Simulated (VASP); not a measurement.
# Cr: single point with PBE

The system is Cr.

```
Cr
1.0
     0.00000    1.81121    1.81121
     1.81121    0.00000    1.81121
     1.81121    1.81121    0.00000
Cr
1
Direct
  0.00000 0.00000 0.00000
```

| Property | Result |
| --- | --- |
| Program | VASP 6.6.1 |
| Task | single point |
| Functional | PBE |
| Potentials or basis | VASP PAW PBE potentials, release 64 (Cr_pv) |
| Cutoff | 520 eV |
| k mesh | 24 × 24 × 24 |
| Occupations | fermi-dirac, width 0.05 eV |
| Spin | collinear spin, ferromagnetic start |
| Starting moments | [1.5] μB |
| Dipole correction | no |
| Further INCAR settings | ALGO = Normal; EDIFF = 1e-06; NBANDS = 16 |

* Pressure: -0.4 GPa
* Band gap on the k mesh: zero (filled and empty bands overlap)
* Net moment: 0.00 μB per cell
* Valence electrons inside the program's atomic spheres: Cr 11.01

Levels at points of the mesh, in eV from the Fermi level:
Spin up:
```
           k point  band 3  band 4  band 5  band 6  band 7  band 8  band 9  band 10
(0.00, 0.00, 0.00)  -42.37   -7.50   -0.42   -0.42   -0.42    1.33    1.33     7.52
(0.50, 0.00, 0.00)  -42.48   -3.90   -0.54   -0.54    0.83    2.53    2.53     7.51
(0.50, 0.50, 0.00)  -42.66   -4.10   -3.26    2.50    2.84    2.84    3.71     7.52
```
Spin down:
```
           k point  band 3  band 4  band 5  band 6  band 7  band 8  band 9  band 10
(0.00, 0.00, 0.00)  -42.37   -7.50   -0.42   -0.42   -0.42    1.33    1.33     7.52
(0.50, 0.00, 0.00)  -42.47   -3.89   -0.54   -0.54    0.83    2.53    2.53     7.52
(0.50, 0.50, 0.00)  -42.66   -4.10   -3.26    2.50    2.84    2.84    3.71     7.52
```

Run time: 70 s on 1 thread of Intel(R) Xeon(R) Platinum 8559C (Emerald Rapids) (shared host), peak memory 0.22 GiB.

Caveat: the starting moments collapsed, and a magnetic state may lie lower.
